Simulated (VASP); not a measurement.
# Ag (Im-3m) in VASP: a series of runs

Ag is run at these levels: PBEsol; tasks: relaxation of cell and atoms.

Program: VASP 6.6.1. These are calculated values, not measurements. Logs are shortened: lines on timing, memory, paths and dates and some standing lists are left out, and cuts for length are marked.

## Step 1: The cell of the first run

It takes space group Im-3m (No. 229, cubic). Conventional cell: a = 3.311 Å, b = 3.311 Å, c = 3.311 Å, α = 90.00°, β = 90.00°, γ = 90.00°. Ag (site symmetry m-3m) has 14 Ag at 2.87 to 3.31 Å within 3.8 Å.

## Step 2: Relaxation of cell and atoms, PBEsol, target pressure 5 GPa, at which the enthalpy is minimised

INCAR reads:

```
ALGO = Normal
EDIFF = 1E-7
EDIFFG = -0.01
ENCUT = 600
GGA = PS
IBRION = 2
ISIF = 3
ISMEAR = -1
LASPH = True
LCHARG = False
LREAL = False
LWAVE = False
NELM = 80
NSW = 60
PREC = Accurate
PSTRESS = 50.0
SIGMA = 0.05
```

KPOINTS reads:

```
k-points
0
Gamma
  11 11 11
```

POSCAR reads:

```
Ag
1.0
   -1.6556540000      1.6556540000      1.6556540000
    1.6556540000     -1.6556540000      1.6556540000
    1.6556540000      1.6556540000     -1.6556540000
Ag
1
Direct
    0.0000000000      0.0000000000      0.0000000000
```

Potentials or basis: VASP PAW PBE potentials, release 64 (Ag).

The run is started by

```bash
cat potpaw_PBE.64/Ag/POTCAR > POTCAR
mpirun -np 1 vasp_std > vasp.out
```

OUTCAR:

```text
EDIFF = 1E-7
   EDIFFG = -0.01
   ENCUT = 600
   GGA = PS
   IBRION = 2
   ISIF = 3
   ISMEAR = -1
   LASPH = True
   LREAL = False
   NELM = 80
   NSW = 60
   PREC = Accurate
   PSTRESS = 50.0

 ion  position               nearest neighbor table
   1  0.000  0.000  0.000-

  LATTYP: Found a body centered cubic cell.
 ALAT       =     3.3113080000

  Lattice vectors:

 A1 = (  -1.6556540000,   1.6556540000,   1.6556540000)
 A2 = (   1.6556540000,  -1.6556540000,   1.6556540000)
 A3 = (   1.6556540000,   1.6556540000,  -1.6556540000)

Analysis of symmetry for initial positions (statically):
=====================================================================
 Subroutine PRICEL returns:
 Original cell was already a primitive cell.

 Routine SETGRP: Setting up the symmetry group for a
 body centered cubic supercell.

 Subroutine GETGRP returns: Found 48 space group operations
 (whereof 48 operations were pure point group operations)
 out of a pool of 48 trial point group operations.

The static configuration has the point symmetry O_h .

Analysis of symmetry for dynamics (positions and initial velocities):
=====================================================================
 Subroutine PRICEL returns:
 Original cell was already a primitive cell.

 Routine SETGRP: Setting up the symmetry group for a
 body centered cubic supercell.

 Subroutine GETGRP returns: Found 48 space group operations
 (whereof 48 operations were pure point group operations)
 out of a pool of 48 trial point group operations.

The dynamic configuration has the point symmetry O_h .

 Subroutine INISYM returns: Found 48 space group operations
 (whereof 48 operations are pure point group operations),
 and found     1 'primitive' translations

----------------------------------------------------------------------------------------

                                     Primitive cell

  volume of cell :      18.1538

  direct lattice vectors                    reciprocal lattice vectors
    -1.655654000  1.655654000  1.655654000     0.000000000  0.301995465  0.301995465
     1.655654000 -1.655654000  1.655654000     0.301995465  0.000000000  0.301995465
     1.655654000  1.655654000 -1.655654000     0.301995465  0.301995465  0.000000000

  length of vectors
     2.867676848  2.867676848  2.867676848     0.427086083  0.427086083  0.427086083

  position of ions in fractional coordinates (direct lattice)
     0.000000000  0.000000000  0.000000000

  ion indices of the primitive-cell ions
   primitive index   ion index
                 1           1

----------------------------------------------------------------------------------------

 KPOINTS: k-points

Automatic generation of k-mesh.
 Grid dimensions read from file:
 generate k-points for:   11   11   11

 Generating k-lattice:

  Cartesian coordinates                     Fractional coordinates (reciprocal lattice)
     0.000000000  0.027454133  0.027454133     0.090909091  0.000000000  0.000000000
     0.027454133  0.000000000  0.027454133     0.000000000  0.090909091  0.000000000
     0.027454133  0.027454133  0.000000000     0.000000000  0.000000000  0.090909091

  Length of vectors
     0.038826008  0.038826008  0.038826008

  Shift w.r.t. Gamma in fractional coordinates (k-lattice)
     0.000000000  0.000000000  0.000000000

 Subroutine IBZKPT returns following result:
 ===========================================

 Found     56 irreducible k-points:

 Following reciprocal coordinates:
            Coordinates               Weight
  0.000000  0.000000  0.000000      1.000000
  0.090909  0.000000  0.000000     12.000000
  0.181818  0.000000  0.000000     12.000000
  0.272727  0.000000  0.000000     12.000000
  0.363636  0.000000  0.000000     12.000000
  0.454545  0.000000  0.000000     12.000000
[... 16 lines left out ...]
  0.272727  0.181818  0.090909     48.000000
  0.363636  0.181818  0.090909     24.000000
 [... further k-points ...]
   k-points           NKPTS =     56   k-points in BZ     NKDIM =     56   number of bands    NBANDS=      9
   number of dos      NEDOS =    301   number of ions     NIONS =      1
   total plane-waves  NPLWV =  13824
   dimension x,y,z NGX =    24 NGY =   24 NGZ =   24
   dimension x,y,z NGXF=    48 NGYF=   48 NGZF=   48
   ions per type =               1
   NGX,Y,Z   is equivalent  to a cutoff of  13.91, 13.91, 13.91 a.u.
   NGXF,Y,Z  is equivalent  to a cutoff of  27.83, 27.83, 27.83 a.u.
 SYSTEM =  unknown system
   PREC   = accura    normal or accurate (medium, high low for compatibility)
   ISTART =      0    job   : 0-new  1-cont  2-samecut
   ICHARG =      2    charge: 1-file 2-atom 10-const
   ISPIN  =      1    spin polarized calculation?
   LNONCOLLINEAR =      F non collinear calculations
   LSORBIT =      F    spin-orbit coupling
   LASPH  =      T    aspherical Exc in radial PAW
   ENCUT  =  600.0 eV  44.10 Ry    6.64 a.u.   5.73  5.73  5.73*2*pi/ulx,y,z
   NELM   =     80;   NELMIN=  2; NELMDL= -5     # of ELM steps
   EDIFF  = 0.1E-06   stopping-criterion for ELM
   LREAL  =      F    real-space projection
   EDIFFG = -.1E-01   stopping-criterion for IOM
   NSW    =     60    number of steps for IOM
   IBRION =      2    ionic relax: 0-MD 1-quasi-New 2-CG
   NFREE  =      1    steps in history (QN), initial steepest desc. (CG)
   ISIF   =      3    stress and relaxation
   ISYM   =      2    0-nonsym 1-usesym 2-fastsym
   POTIM  = 0.5000    time-step for ionic-motion
   TEBEG  =    0.0;   TEEND  =   0.0 temperature during run
   PSTRESS=   50.0 pullay stress
   NELECT =      11.0000    total number of electrons
   NUPDOWN=      -1.0000    fix difference up-down
   EMIN   =  10.00;   EMAX   =-10.00  energy-range for DOS
   EFERMI =   0.00;   METHOD = LEGACY
   ISMEAR =    -1;   SIGMA  =   0.05  broadening in eV -4-tet -1-fermi 0-gaus
   EFERMI_NEDOS =   21; number of points for ismear=-14 and -15
   IALGO  =     38    algorithm
   IMIX   =      4    mixing-type and parameters
     AMIX     =   0.40;   BMIX     =  1.00
     AMIX_MAG =   1.60;   BMIX_MAG =  1.00
  volume/ion in A,a.u.               =      18.15       122.51
  Fermi-wavevector in a.u.,A,eV,Ry     =   1.385318  2.617871 26.111022  1.919106
  Thomas-Fermi vector in A             =   2.509739
   LORBIT       =      0    0 simple, 1 ext, 2 COOP (PROOUT), +10 PAW based schemes
   GGA     = PS    functional components
   LHFCALC =     F    Hartree Fock is set to
   AEXX    =    0.0000 exact exchange contribution
   IVDW    =     0    specifies the selected vdW correction
   LEPSILON=     F    determine dielectric tensor
   LRPA    =     F    only Hartree local field effects (RPA)
 conjugate gradient relaxation of ions
 non-spin polarized calculation
  energy-cutoff  :      600.00
  volume of cell :       18.15
 maximum number of plane-waves:       621
   NGX = 11   NGY = 11   NGZ = 11

--------------------------------------- Ionic step        1  -------------------------------------------

 number of electron      11.0000001 magnetization

 Free energy of the ion-electron system (eV)
  ---------------------------------------------------
  ext. energy  EPLUGINS =         0.00000000
  ---------------------------------------------------
  free energy    TOTEN  =        -3.24699455 eV

  energy without entropy =       -3.24352527  energy(sigma->0) =       -3.24525991

------------------------ aborting loop because EDIFF is reached ----------------------------------------

  FORCE on cell =-STRESS in cart. coord.  units (eV):
  Direction    XX          YY          ZZ          XY          YZ          ZX
  --------------------------------------------------------------------------------------
  -------------------------------------------------------------------------------------
  Total       -0.8413074     -0.8413074     -0.8413074      0.0000000      0.0000000      0.0000000
  in kB      -74.2500122    -74.2500122    -74.2500122      0.0000000      0.0000000      0.0000000
  external PRESSURE =    -124.2500122 kB  Pullay stress =      50.0000000 kB

 VOLUME and BASIS-vectors are now :
 -----------------------------------------------------------------------------
  energy-cutoff  :      600.00
  volume of cell :       18.15
      direct lattice vectors                 reciprocal lattice vectors
    -1.655654000  1.655654000  1.655654000     0.000000000  0.301995465  0.301995465
     1.655654000 -1.655654000  1.655654000     0.301995465  0.000000000  0.301995465
     1.655654000  1.655654000 -1.655654000     0.301995465  0.301995465  0.000000000
[... 7 lines left out ...]
  FREE ENERGIE OF THE ION-ELECTRON SYSTEM (eV)
  ---------------------------------------------------
  free  energy   TOTEN  =        -3.2469945478 eV

  energy  without entropy=       -3.2435252675  energy(sigma->0) =       -3.24525991

  enthalpy is  TOTEN    =        -2.6804577006 eV   P V=        0.5665368472

--------------------------------------- Ionic step        2  -------------------------------------------

 number of electron      10.9999997 magnetization

 E-fermi :  10.4679     XC(G=0): -13.3194

 val. band max:       10.4590775072   @ k =  -0.3636   0.4545   0.0909
 cond. band min:      10.5244224810   @ k =  -0.2727   0.4545   0.0909
 fundamental gap:      0.0653449737
 Fermi energy:        10.4678885046

 k-point     1 :       0.0000    0.0000    0.0000
  band No.  band energies     occupation
      1       1.4846      2.00000
      2       4.9570      2.00000
      3       4.9570      2.00000
      4       4.9570      2.00000
      5       6.6743      2.00000
      6       6.6743      2.00000
      7      28.8757      0.00000
      8      28.8757      0.00000
      9      28.8757      0.00000

 k-point     2 :       0.0909    0.0000    0.0000
  band No.  band energies     occupation
      1       1.7901      2.00000
      2       4.8684      2.00000
      3       4.9666      2.00000
      4       5.1553      2.00000
      5       6.5786      2.00000
      6       6.6812      2.00000
      7      28.4042      0.00000
      8      28.8306      0.00000
      9      29.1813      0.00000
[... 329 lines left out ...]
  FREE ENERGIE OF THE ION-ELECTRON SYSTEM (eV)
  ---------------------------------------------------
  free  energy   TOTEN  =        -3.2734484709 eV

  energy  without entropy=       -3.2687648194  energy(sigma->0) =       -3.27110665

  enthalpy is  TOTEN    =        -2.7694734338 eV   P V=        0.5039750371

--------------------------------------- Ionic step        4  -------------------------------------------

 number of electron      11.0000000 magnetization

 Free energy of the ion-electron system (eV)
  ---------------------------------------------------
  ext. energy  EPLUGINS =         0.00000000
  ---------------------------------------------------
  free energy    TOTEN  =        -3.27226035 eV

  energy without entropy =       -3.26755203  energy(sigma->0) =       -3.26990619

 E-fermi :   9.0236     XC(G=0): -12.7528

 val. band max:        9.0127189019   @ k =  -0.2727   0.4545   0.0909
 cond. band min:       9.0679153523   @ k =  -0.4545   0.4545   0.0909
 fundamental gap:      0.0551964505
 Fermi energy:         9.0235904773

 k-point     1 :       0.0000    0.0000    0.0000
  band No.  band energies     occupation
      1       0.7928      2.00000
      2       3.9375      2.00000
      3       3.9375      2.00000
      4       3.9375      2.00000
      5       5.4187      2.00000
      6       5.4187      2.00000
      7      27.1840      0.00000
      8      27.1840      0.00000
      9      27.1840      0.00000

 k-point     2 :       0.0909    0.0000    0.0000
  band No.  band energies     occupation
      1       1.0761      2.00000
      2       3.8626      2.00000
      3       3.9477      2.00000
      4       4.1092      2.00000
      5       5.3393      2.00000
      6       5.4244      2.00000
      7      26.5663      0.00000
      8      27.0930      0.00000
      9      27.4194      0.00000
[... 286 lines left out ...]
 POSITION                                       TOTAL-FORCE (eV/Angst)
 -----------------------------------------------------------------------------------
      1.59105      1.59105      1.59105         0.000000      0.000000      0.000000
 -----------------------------------------------------------------------------------
    total drift:                               -0.000000     -0.000000      0.000000

  FREE ENERGIE OF THE ION-ELECTRON SYSTEM (eV)
  ---------------------------------------------------
  free  energy   TOTEN  =        -3.2722603476 eV

  energy  without entropy=       -3.2675520262  energy(sigma->0) =       -3.26990619

  enthalpy is  TOTEN    =        -2.7694871156 eV   P V=        0.5027732320

 reached required accuracy - stopping structural energy minimisation
```

Wall time 36 s (1 thread of Intel Xeon 6975P-C, shared host); peak memory 0.16 GiB.

Results:

```yaml
Free_energy: -3.2723 eV
Relaxed_volume: 16.11 Å³/atom
Relaxed_cell: a = 2.756 Å, b = 2.756 Å, c = 2.756 Å, α = 109.47°, β = 109.47°, γ = 109.47°
Space_group_after_relaxing_to_0.05_Å: Im-3m (No. 229)
Energy_change_on_relaxing_the_enthalpy_is_what_falls: -25.3 meV/atom
Ionic_steps: 4
Pressure_after_relaxing: 5.1 GPa
```

Step by step:
```
step  energy change (eV)  largest force (eV/Å)  pressure (GPa)  volume (Å³)
   1              0.0000                0.0000           -7.43        18.15
   2              0.0865                0.0000           21.82        14.70
   3             -0.0265                0.0000            4.77        16.15
   4             -0.0253                0.0000            5.10        16.11
```

Final structure:
```
Ag
1.0
    -1.59105    1.59105    1.59105
     1.59105   -1.59105    1.59105
     1.59105    1.59105   -1.59105
Ag
1
Direct
  0.00000 0.00000 0.00000
```

Levels at points of the mesh, in eV from the Fermi level:
```
           k point  band 2  band 3  band 4  band 5  band 6  band 7  band 8  band 9
(0.00, 0.00, 0.00)   -5.09   -5.09   -5.09   -3.60   -3.60   18.16   18.16   18.16
```

Caveat: the cell is relaxed towards a set pressure, so the enthalpy falls and the energy may rise; the PAW data sets were made with another functional, which shifts forces and pressure a little.

## Step 3: Relaxation of cell and atoms, PBEsol, target pressure 10 GPa, at which the enthalpy is minimised

INCAR reads:

```
PREC     = Accurate       # precision mode
ENCUT    = 600            # plane-wave cutoff, eV
EDIFF    = 1E-7           # SCF threshold, eV
ISMEAR   = -1             # smearing method
SIGMA    = 0.05           # smearing width, eV
LREAL    = False          # projectors in reciprocal space
LASPH    = True           # aspherical terms in the spheres
NELM     = 100            # most SCF steps
ALGO     = Fast           # electronic algorithm
ISIF     = 3              # what is computed and relaxed
LWAVE    = False          # write WAVECAR
LCHARG   = False          # write CHGCAR
GGA      = PS             # functional
IBRION   = 2              # ionic algorithm
NSW      = 60             # ionic steps
EDIFFG   = -0.01          # ionic threshold
PSTRESS  = 100.0
```

KPOINTS reads:

```
regular mesh
0
Gamma
  11 11 11
```

POSCAR is that of step 2.

Potentials or basis: VASP PAW PBE potentials, release 64 (Ag).

The run is started by

```bash
cat potpaw_PBE.64/Ag/POTCAR > POTCAR
mpirun -np 1 vasp_std > vasp.out
```

Wall time 85 s (1 thread of Intel Xeon 6975P-C, shared host); peak memory 0.15 GiB.

Results (log left out):

| Quantity | Value |
| --- | --- |
| Free energy | -3.2489 eV |
| Relaxed volume | 15.61 Å³/atom |
| Relaxed cell | a = 2.727 Å, b = 2.727 Å, c = 2.727 Å, α = 109.47°, β = 109.47°, γ = 109.47° |
| Space group after relaxing (to 0.05 Å) | Im-3m (No. 229) |
| Energy change on relaxing (the enthalpy is what falls) | -1.9 meV/atom |
| Ionic steps | 7 |
| Pressure after relaxing | 10.0 GPa |

The path:
```
step  energy change (eV)  largest force (eV/Å)  pressure (GPa)  volume (Å³)
   1              0.0000                0.0000           -7.37        18.15
   2              0.3446                0.0000           46.91        13.46
   3             -0.0060                0.0000            9.29        15.68
   4             -0.0029                0.0000            9.81        15.63
   5              0.0001                0.0000           10.33        15.58
   6             -0.0041                0.0000            9.67        15.65
   7             -0.0019                0.0000           10.01        15.61
```

Final structure:
```
Ag
1.0
    -1.57443    1.57443    1.57443
     1.57443   -1.57443    1.57443
     1.57443    1.57443   -1.57443
Ag
1
Direct
  0.00000 0.00000 0.00000
```

Levels at points of the mesh, in eV from the Fermi level:
| k point | band 2 | band 3 | band 4 | band 5 | band 6 | band 7 | band 8 | band 9 |
| --- | --- | --- | --- | --- | --- | --- | --- | --- |
| (0.00, 0.00, 0.00) | -5.22 | -5.22 | -5.22 | -3.67 | -3.67 | 18.25 | 18.25 | 18.25 |

Caveat: the cell is relaxed towards a set pressure, so the enthalpy falls and the energy may rise; the PAW data sets were made with another functional, which shifts forces and pressure a little.
